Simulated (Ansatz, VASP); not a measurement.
BeZn3Te4 in VASP and in Ansatz

The input POSCAR:

```
BeZn3Te4
1.0
    4.2697298000      0.0000000000      0.0000000000
    0.0000000000      4.2697298000      0.0000000000
    0.0000000000      0.0000000000     12.1619625000
Be Zn Te
1 3 4
Direct
    0.5000000000      0.5000000000      0.5000000000
    0.0000000000      0.0000000000      0.7401570000
    0.0000000000      0.0000000000      0.2598430000
    0.5000000000      0.5000000000      0.0000000000
    0.5000000000      0.0000000000      0.6091440000
    0.0000000000      0.5000000000      0.3908560000
    0.5000000000      0.0000000000      0.1299920000
    0.0000000000      0.5000000000      0.8700080000
```

File INCAR.step1:

```
SYSTEM = BeZn3Te4
PREC = Accurate ; ENCUT = 520
ISMEAR = 0 ; SIGMA = 0.02
LREAL = .False. ; LASPH = .True.
NELM = 80 ; NBANDS = 41
GGA = PE ; ALGO = Normal
EDIFF = 1E-4 ; LWAVE = .True.
LCHARG = .False.
```

Contents of INCAR.step2:

```
SYSTEM = BeZn3Te4
PREC = Accurate ; ENCUT = 520
EDIFF = 1E-6 ; ISMEAR = 0
SIGMA = 0.02 ; LREAL = .False.
LASPH = .True. ; NELM = 80
ALGO = Normal ; ISIF = 2
LWAVE = .False. ; LCHARG = .False.
METAGGA = R2SCAN ; LMIXTAU = .True.
NBANDS = 41 ; ISTART = 1
```

Contents of KPOINTS:

```
Automatic mesh
0
Gamma
  6 6 4
  0 0 0
```

Input for Ansatz:

```yaml
crystal:
  lattice:
    - [4.2697298, 0.0, 0.0]
    - [0.0, 4.2697298, 0.0]
    - [0.0, 0.0, 12.1619625]
  atoms:
    - { symbol: Be, position: [0.5, 0.5, 0.5] }
    - { symbol: Zn, position: [0.0, 0.0, 0.740157] }
    - { symbol: Zn, position: [0.0, 0.0, 0.259843] }
    - { symbol: Zn, position: [0.5, 0.5, 0.0] }
    - { symbol: Te, position: [0.5, 0.0, 0.609144] }
    - { symbol: Te, position: [0.0, 0.5, 0.390856] }
    - { symbol: Te, position: [0.5, 0.0, 0.129992] }
    - { symbol: Te, position: [0.0, 0.5, 0.870008] }
basis:
  ecutwfc: 500
kpoints:
  mp_grid: { grid: [6, 6, 4] }
  band_path:
    path:
      - [[0.0, 0.0, 0.0], [0.0, 0.5, 0.0], [0.5, 0.5, 0.0], [0.0, 0.0, 0.0], [0.0, 0.0, 0.5], [0.0, 0.5, 0.5], [0.5, 0.5, 0.5], [0.0, 0.0, 0.5]]
      - [[0.0, 0.5, 0.0], [0.0, 0.5, 0.5]]
      - [[0.5, 0.5, 0.0], [0.5, 0.5, 0.5]]
    npoints: 14
hamiltonian:
  xc: r2scan
scf:
  occupations: { method: gaussian, width: 0.02 }
  n_extra_bands: 20
output:
  forces: true
  stress: true
  eigenvalues: true
  populations: true
  dos: { projected: true, de: 0.02, nscf_kmesh: { grid: [9, 9, 6] } }
  bader: true
```

Alike in both runs: task single point; functional r2SCAN; k mesh 6 × 6 × 4; occupations gaussian, width 0.02 eV; no spin polarisation.

```csv
,VASP,Ansatz
version,VASP 6.6.1,Ansatz 0.2.0
potentials or method,"VASP PAW PBE potentials, release 64 (Be, Zn, Te), cutoff 520 eV","scalar-relativistic, plane waves, PAW"
valence electrons in the cell,62,102
```

Ansatz gave:

```
gap on the k mesh at the Fermi level (eV)                     : 2.06
least direct gap on the mesh (eV)                             : 2.06
pressure (GPa)                                                : -1.2
traceless stress, the component that is largest in VASP (GPa) : -0.06
rms of the force components (eV/Å)                            : 0.044
```

**Question.** What did VASP give for the same quantities?

**Answer.** gap on the k mesh at the Fermi level (eV): 2.07; least direct gap on the mesh (eV): 2.07; pressure (GPa): -1.2; traceless stress, the component that is largest in VASP (GPa): -0.06; rms of the force components (eV/Å): 0.045.

VASP's potentials were made for PBE, not for r2SCAN. Atom by atom the forces differ by 0.001 eV/Å (rms over components). VASP's potentials hold 62 valence electrons a cell and Ansatz's 102, so a difference there can come from the potentials and not from the codes.

Neither program's run includes spin-orbit coupling.
